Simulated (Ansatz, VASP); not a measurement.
# Si16O: VASP beside Ansatz

```
CELL_PARAMETERS angstrom
0.00000 5.43000 5.43000
5.43000 0.00000 5.43000
5.43000 5.43000 0.00000
ATOMIC_POSITIONS crystal
Si 0.97836 0.00028 0.00198
Si 0.09789 0.12615 0.13207
Si 0.98725 0.00385 0.50620
Si 0.11794 0.12589 0.62799
Si 0.99098 0.50214 0.00490
Si 0.11142 0.62679 0.12920
Si 0.00732 0.50003 0.50515
Si 0.12679 0.62976 0.63148
Si 0.47157 0.97610 0.99944
Si 0.60532 0.08870 0.12447
Si 0.49278 0.00476 0.49960
Si 0.61234 0.13253 0.62808
Si 0.47689 0.45973 0.01249
Si 0.62565 0.61939 0.17357
Si 0.49992 0.50758 0.54457
Si 0.63379 0.63329 0.65655
O 0.54825 0.43987 0.19543
```

Alike in both runs: functional PBE; k mesh 2 × 2 × 2; occupations gaussian, width 0.05 eV; collinear spin.

Ansatz relaxed the structure, and its values are those at the end. VASP's run is a single point on that final structure, the one shown.

```csv
,VASP,Ansatz
version,VASP 6.6.1,Ansatz 0.2.0
potentials or method,"VASP PAW PBE potentials, release 64 (Si, O), cutoff 520 eV","scalar-relativistic, plane waves, PAW"
valence electrons in the cell,70,70
```

VASP gave:

| Item | Value |
| --- | --- |
| rms of the force components (eV/Å) | 0.013 |
| net moment per atom (μB) | 0.00 |

Problem. What did Ansatz give for the same quantities?

Solution. rms of the force components (eV/Å): 0.008; net moment per atom (μB): 0.00.

Ansatz's warnings: seeded moment not kept.

The k mesh is coarse, so the values compare programs but aren't converged.
